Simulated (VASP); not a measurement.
# MgO (Fm-3m) in VASP: single point with PBE

Aim: the single point of MgO with PBE.

All numbers are computed with VASP 6.6.1; they aren't measurements. Logs are shortened: lines on timing, memory, paths and dates and some standing lists are left out, and cuts for length are marked.

### Step 1. The cell of the first run

The structure is cubic, space group Fm-3m (No. 225). The conventional cell has a = 4.212 Å, b = 4.212 Å, c = 4.212 Å, α = 90.00°, β = 90.00°, γ = 90.00°. Within 2.8 Å of Mg (site symmetry m-3m) lie 6 O at 2.11 Å. O (site symmetry m-3m) has 6 Mg at 2.11 Å within 2.8 Å.

### Step 2. Single point, PBE

INCAR

```
  PREC = Accurate
  ENCUT = 600
  EDIFF = 1E-6
  ISMEAR = 0
  SIGMA = 0.01
  LREAL = False
  LASPH = True
  NELM = 120
  ALGO = Normal
  ISIF = 2
  LWAVE = False
  LCHARG = False
  GGA = PE
  NBANDS = 11
  GGA_COMPAT = False
```

KPOINTS

```
Automatic mesh
0
Gamma
  1 1 1
  0.5 0.5 0.5
```

POSCAR

```
MgO
1.0
    0.0000000000      2.1060000000      2.1060000000
    2.1060000000      0.0000000000      2.1060000000
    2.1060000000      2.1060000000      0.0000000000
Mg O
1 1
Direct
    0.0000000000      0.0000000000      0.0000000000
    0.5000000000      0.5000000000      0.5000000000
```

Potentials or basis: VASP PAW PBE potentials, release 64 (Mg, O).

Command:

```bash
$ cat potpaw_PBE.64/Mg/POTCAR potpaw_PBE.64/O/POTCAR > POTCAR
$ mpirun -np 1 vasp_std > vasp.out
```

OUTCAR:

```text
PREC = Accurate
   ENCUT = 600
   EDIFF = 1E-6
   ISMEAR = 0
   LREAL = False
   LASPH = True
   NELM = 120
   ISIF = 2
   GGA = PE

 ion  position               nearest neighbor table
   1  0.000  0.000  0.000-   2 2.11   2 2.11   2 2.11   2 2.11   2 2.11   2 2.11
   2  0.500  0.500  0.500-   1 2.11   1 2.11   1 2.11   1 2.11   1 2.11   1 2.11

  LATTYP: Found a face centered cubic cell.
 ALAT       =     4.2120000000

  Lattice vectors:

 A1 = (   0.0000000000,   2.1060000000,   2.1060000000)
 A2 = (   2.1060000000,   0.0000000000,   2.1060000000)
 A3 = (   2.1060000000,   2.1060000000,   0.0000000000)

Analysis of symmetry for initial positions (statically):
=====================================================================
 Subroutine PRICEL returns:
 Original cell was already a primitive cell.

 Routine SETGRP: Setting up the symmetry group for a
 face centered cubic supercell.

 Subroutine GETGRP returns: Found 48 space group operations
 (whereof 48 operations were pure point group operations)
 out of a pool of 48 trial point group operations.

The static configuration has the point symmetry O_h .

Analysis of symmetry for dynamics (positions and initial velocities):
=====================================================================
 Subroutine PRICEL returns:
 Original cell was already a primitive cell.

 Routine SETGRP: Setting up the symmetry group for a
 face centered cubic supercell.

 Subroutine GETGRP returns: Found 48 space group operations
 (whereof 48 operations were pure point group operations)
 out of a pool of 48 trial point group operations.

The dynamic configuration has the point symmetry O_h .

 Subroutine INISYM returns: Found 48 space group operations
 (whereof 48 operations are pure point group operations),
 and found     1 'primitive' translations

----------------------------------------------------------------------------------------

                                     Primitive cell

  volume of cell :      18.6812

  direct lattice vectors                    reciprocal lattice vectors
     0.000000000  2.106000000  2.106000000    -0.237416904  0.237416904  0.237416904
     2.106000000  0.000000000  2.106000000     0.237416904 -0.237416904  0.237416904
     2.106000000  2.106000000  0.000000000     0.237416904  0.237416904 -0.237416904

  length of vectors
     2.978333762  2.978333762  2.978333762     0.411218140  0.411218140  0.411218140

  position of ions in fractional coordinates (direct lattice)
     0.000000000  0.000000000  0.000000000
     0.500000000  0.500000000  0.500000000

  ion indices of the primitive-cell ions
   primitive index   ion index
                 1           1
                 2           2

----------------------------------------------------------------------------------------

 KPOINTS: Automatic mesh

Automatic generation of k-mesh.
 Grid dimensions read from file:
 generate k-points for:    1    1    1

 Generating k-lattice:

  Cartesian coordinates                     Fractional coordinates (reciprocal lattice)
    -0.237416904  0.237416904  0.237416904     1.000000000  0.000000000  0.000000000
     0.237416904 -0.237416904  0.237416904     0.000000000  1.000000000  0.000000000
     0.237416904  0.237416904 -0.237416904     0.000000000  0.000000000  1.000000000

  Length of vectors
     0.411218140  0.411218140  0.411218140

  Shift w.r.t. Gamma in fractional coordinates (k-lattice)
     0.500000000  0.500000000  0.500000000

 Subroutine IBZKPT returns following result:
 ===========================================

 Found      1 irreducible k-points:

 Following reciprocal coordinates:
            Coordinates               Weight
  0.500000  0.500000  0.500000      4.000000
   k-points           NKPTS =      1   k-points in BZ     NKDIM =      1   number of bands    NBANDS=     11
   number of dos      NEDOS =    301   number of ions     NIONS =      2
   total plane-waves  NPLWV =  13824
   dimension x,y,z NGX =    24 NGY =   24 NGZ =   24
   dimension x,y,z NGXF=    48 NGYF=   48 NGZF=   48
   ions per type =               1   1
   NGX,Y,Z   is equivalent  to a cutoff of  13.40, 13.40, 13.40 a.u.
   NGXF,Y,Z  is equivalent  to a cutoff of  26.79, 26.79, 26.79 a.u.
 SYSTEM =  unknown system
   PREC   = accura    normal or accurate (medium, high low for compatibility)
   ISTART =      0    job   : 0-new  1-cont  2-samecut
   ICHARG =      2    charge: 1-file 2-atom 10-const
   ISPIN  =      1    spin polarized calculation?
   LNONCOLLINEAR =      F non collinear calculations
   LSORBIT =      F    spin-orbit coupling
   LASPH  =      T    aspherical Exc in radial PAW
   ENCUT  =  600.0 eV  44.10 Ry    6.64 a.u.   5.95  5.95  5.95*2*pi/ulx,y,z
   NELM   =    120;   NELMIN=  2; NELMDL= -5     # of ELM steps
   EDIFF  = 0.1E-05   stopping-criterion for ELM
   LREAL  =      F    real-space projection
   EDIFFG = 0.1E-04   stopping-criterion for IOM
   NSW    =      0    number of steps for IOM
   IBRION =     -1    ionic relax: 0-MD 1-quasi-New 2-CG
   NFREE  =      0    steps in history (QN), initial steepest desc. (CG)
   ISIF   =      2    stress and relaxation
   ISYM   =      2    0-nonsym 1-usesym 2-fastsym
   POTIM  = 0.5000    time-step for ionic-motion
   TEBEG  =    0.0;   TEEND  =   0.0 temperature during run
   PSTRESS=    0.0 pullay stress
   NELECT =       8.0000    total number of electrons
   NUPDOWN=      -1.0000    fix difference up-down
   EMIN   =  10.00;   EMAX   =-10.00  energy-range for DOS
   EFERMI =   0.00;   METHOD = LEGACY
   ISMEAR =     0;   SIGMA  =   0.01  broadening in eV -4-tet -1-fermi 0-gaus
   EFERMI_NEDOS =   21; number of points for ismear=-14 and -15
   IALGO  =     38    algorithm
   IMIX   =      4    mixing-type and parameters
     AMIX     =   0.40;   BMIX     =  1.00
     AMIX_MAG =   1.60;   BMIX_MAG =  1.00
  volume/ion in A,a.u.               =       9.34        63.03
  Fermi-wavevector in a.u.,A,eV,Ry     =   1.233966  2.331857 20.717205  1.522672
  Thomas-Fermi vector in A             =   2.368675
   LORBIT       =      0    0 simple, 1 ext, 2 COOP (PROOUT), +10 PAW based schemes
   GGA     = PE    functional components
   LHFCALC =     F    Hartree Fock is set to
   AEXX    =    0.0000 exact exchange contribution
   IVDW    =     0    specifies the selected vdW correction
   LEPSILON=     F    determine dielectric tensor
   LRPA    =     F    only Hartree local field effects (RPA)
 non-spin polarized calculation
 Gauss-broadening in eV      SIGMA  =   0.01
  energy-cutoff  :      600.00
  volume of cell :       18.68
 maximum number of plane-waves:       628
 NGX is ok and might be reduce to    24
   NGX = 11   NGY = 11   NGZ = 11

 number of electron       8.0000005 magnetization

 Free energy of the ion-electron system (eV)
  ---------------------------------------------------
  ext. energy  EPLUGINS =         0.00000000
  ---------------------------------------------------
  free energy    TOTEN  =       -11.76156321 eV

  energy without entropy =      -11.76156321  energy(sigma->0) =      -11.76156321

 E-fermi :   2.9435     XC(G=0): -10.9872

 val. band max:        2.8862305840   @ k =   0.5000   0.5000   0.5000
 cond. band min:      11.2252570584   @ k =   0.5000   0.5000   0.5000
 fundamental gap:      8.3390264744
 Fermi energy:         2.9434503088

 k-point     1 :       0.5000    0.5000    0.5000
  band No.  band energies     occupation
      1     -12.4271      2.00000
      2      -1.2041      2.00000
      3       2.8862      2.00000
      4       2.8862      2.00000
      5      11.2253      0.00000
      6      16.0970      0.00000
      7      19.5113      0.00000
      8      19.5113      0.00000
      9      24.1050      0.00000
     10      25.8160      0.00000
     11      25.8160      0.00000

------------------------ aborting loop because EDIFF is reached ----------------------------------------

  FORCE on cell =-STRESS in cart. coord.  units (eV):
  Direction    XX          YY          ZZ          XY          YZ          ZX
  --------------------------------------------------------------------------------------
  -------------------------------------------------------------------------------------
  Total       -0.1105422     -0.1105422     -0.1105422      0.0000000      0.0000000      0.0000000
  in kB       -9.4805505     -9.4805505     -9.4805505      0.0000000      0.0000000      0.0000000
  external PRESSURE =      -9.4805505 kB  Pullay stress =       0.0000000 kB

 VOLUME and BASIS-vectors are now :
 -----------------------------------------------------------------------------
  energy-cutoff  :      600.00
  volume of cell :       18.68
      direct lattice vectors                 reciprocal lattice vectors
     0.000000000  2.106000000  2.106000000    -0.237416904  0.237416904  0.237416904
     2.106000000  0.000000000  2.106000000     0.237416904 -0.237416904  0.237416904
     2.106000000  2.106000000  0.000000000     0.237416904  0.237416904 -0.237416904

 POSITION                                       TOTAL-FORCE (eV/Angst)
 -----------------------------------------------------------------------------------
      0.00000      0.00000      0.00000         0.000000      0.000000      0.000000
      2.10600      2.10600      2.10600         0.000000      0.000000      0.000000
 -----------------------------------------------------------------------------------
    total drift:                               -0.000000     -0.000000      0.000000

  FREE ENERGIE OF THE ION-ELECTRON SYSTEM (eV)
  ---------------------------------------------------
  free  energy   TOTEN  =       -11.7615632087 eV

  energy  without entropy=      -11.7615632087  energy(sigma->0) =      -11.76156321
```

Run time: 4.2 s. Hardware: 1 thread of Intel Xeon 8259CL, shared host; peak memory 0.13 GiB.

Results:

| Quantity | Value |
| --- | --- |
| Free energy | -11.7616 eV |
| Pressure | -0.9 GPa |
| Band gap on the k mesh | 8.34 eV |

Caveat: the k points lie up to 2.58 Å⁻¹ apart. A k mesh can miss the band edges.
